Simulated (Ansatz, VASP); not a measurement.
Two plane-wave programs on SnO

```
Sn O
1.0
     3.82015    0.00030    0.00000
    -0.00031    3.82015    0.00000
     0.00000    0.00000   22.22607
Sn O
4 4
Direct
  0.99995 0.99995 0.20246
  0.49995 0.49995 0.30878
  0.87495 0.99995 0.49775
  0.37495 0.49995 0.60407
  0.99995 0.49995 0.25562
  0.49995 0.99995 0.25562
  0.87495 0.49995 0.55091
  0.37495 0.99995 0.55091
```

Alike in both runs: task single point; functional PBE; dispersion D3(BJ); k mesh 7 × 7 × 1; occupations gaussian, width 0.05 eV; no spin polarisation.

|  | VASP | Ansatz |
| --- | --- | --- |
| version | VASP 6.6.1 | Ansatz 0.2.0 |
| potentials or method | VASP PAW PBE potentials, release 64 (Sn_d, O), cutoff 520 eV | scalar-relativistic, plane waves, PAW |
| valence electrons in the cell | 80 | 80 |

```csv
,VASP,Ansatz,Ansatz less VASP
gap on the k mesh at the Fermi level (eV),2.57,2.61,+0.045
least direct gap on the mesh (eV),2.59,2.63,+0.044
rms of the force components (eV/Å),0.058,0.026,-0.0318
```

Ansatz's warnings: structure snapped to symmetry.
